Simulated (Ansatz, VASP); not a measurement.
**SrO in VASP and in Ansatz**

INCAR

```
PREC = Accurate
ENCUT = 520
EDIFF = 1E-7
ISMEAR = 0
SIGMA = 0.02
LREAL = False
LASPH = True
NELM = 80
ALGO = Normal
ISIF = 2
LWAVE = False
LCHARG = False
GGA = PE
NBANDS = 15
```

File KPOINTS:

```
regular mesh
0
Gamma
  8 8 8
```

POSCAR

```
SrO
1.0
    0.0573065400      2.5748368080      2.4782380260
    2.4370184340      0.0604159980      2.4751285680
    2.4936568260      2.6283657420      0.0037776060
Sr O
1 1
Direct
    0.0349443536     -0.0436298545      0.0154019768
    0.4650556464      0.5436298545      0.4845980232
```

Input for Ansatz:

```yaml
crystal:
  lattice:
    - [0.05730654, 2.574836808, 2.478238026]
    - [2.437018434, 0.060415998, 2.475128568]
    - [2.493656826, 2.628365742, 0.003777606]
  atoms:
    - { symbol: Sr, position: [0.0349443536, -0.0436298545, 0.0154019768] }
    - { symbol: O, position: [0.4650556464, 0.5436298545, 0.4845980232] }
basis:
  ecutwfc: 420
kpoints:
  mp_grid: { grid: [8, 8, 8] }
hamiltonian:
  xc: pbe
scf:
  occupations: { method: gaussian, width: 0.02 }
output:
  forces: true
  stress: true
  eigenvalues: true
```

Change from the starting cell: all atoms moved at random, cell strained at random.

Alike in both runs: task single point; functional PBE; k mesh 8 × 8 × 8; occupations gaussian, width 0.02 eV; no spin polarisation.

```csv
,VASP,Ansatz
version,VASP 6.6.1,Ansatz 0.2.0
potentials or method,"VASP PAW PBE potentials, release 64 (Sr_sv, O), cutoff 520 eV","scalar-relativistic, plane waves, PAW"
valence electrons in the cell,16,16
```

```tsv
	VASP	Ansatz	Ansatz less VASP
gap on the k mesh at the Fermi level (eV)	3.47	3.51	+0.043
least direct gap on the mesh (eV)	3.47	3.51	+0.043
pressure (GPa)	17.2	16.2	-1.02
traceless stress, the component that is largest in VASP (GPa)	3.88	3.70	-0.180
rms of the force components (eV/Å)	0.551	0.521	-0.0299
```

Atom by atom the forces differ by 0.030 eV/Å (rms over components).
